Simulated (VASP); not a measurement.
Input of a VASP 6.6.1 run:

The input INCAR:

```
SYSTEM = Re
ALGO = Normal
EDIFF = 1E-8
ENCUT = 520
GGA = PS
ISIF = 2
ISMEAR = -1
LASPH = .True.
LCHARG = .False.
LEFG = .True.
LREAL = .False.
LWAVE = .False.
NBANDS = 18
NELM = 60
PREC = Accurate
SIGMA = 0.05
```

The input KPOINTS:

```
k-points
0
Gamma
  15 15 15
  0 0 0
```

File POSCAR:

```
Re
1.0
    1.4110657914      0.8146792145      6.8299866994
   -1.4110657914      0.8146792145      6.8299866994
    0.0000000000     -1.6293584291      6.8299866994
Re
3
Direct
    0.0000000000      0.0000000000      0.0000000000
    0.2221738800      0.2221738800      0.2221738800
    0.7778261200      0.7778261200      0.7778261200
```

Potentials or basis: VASP PAW PBE potentials, release 64 (Re).

Command:

```console
$ cat potpaw_PBE.64/Re/POTCAR > POTCAR
$ mpirun -np 1 vasp_std > vasp.out
```

Q: What does it give for the band gap on the k mesh?

A: Zero (an odd number of electrons rules out a gap without spin polarisation).

Q: What does it give for the largest force?

A: 0.007 eV/Å.

Stress tensor (GPa, compression positive):
```
-25.13   0.00   0.00
  0.00 -25.13   0.00
  0.00   0.00 -26.22
```

Caveat: the cell stands under tension; without QUAD_EFG the Cq values of the log hold for a quadrupole moment of 1 mb, not for the nuclei; the PAW data sets were made with another functional, which shifts forces and pressure a little; spin-orbit coupling is left out, which moves the levels of the heavy elements.
